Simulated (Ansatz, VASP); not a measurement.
**One calculation of SbMo, two programs**

```
Mo Sb
1.0
     0.00000    3.02123    3.02123
     3.02123    0.00000    3.02123
     3.02123    3.02123    0.00000
Mo Sb
1 1
Direct
  0.00000 0.00000 0.00000
  0.25000 0.25000 0.25000
```

Alike in both runs: task single point; functional PBE; k mesh 10 × 10 × 10; occupations gaussian, width 0.05 eV; no spin polarisation.

```csv
,VASP,Ansatz
version,VASP 6.6.1,Ansatz 0.2.0
potentials or method,"VASP PAW PBE potentials, release 64 (Mo_sv, Sb), cutoff 520 eV","scalar-relativistic, plane waves, PAW"
valence electrons in the cell,19,29
```

```tsv
	VASP	Ansatz	Ansatz less VASP
gap on the k mesh at the Fermi level (eV)	none	none	-
pressure (GPa)	3.5	3.5	+0.04
```

A gap of «none» marks a metal or a gap that the smearing closes. VASP's potentials hold 19 valence electrons a cell and Ansatz's 29, so a difference there can come from the potentials and not from the codes.

Neither program's run includes spin-orbit coupling.
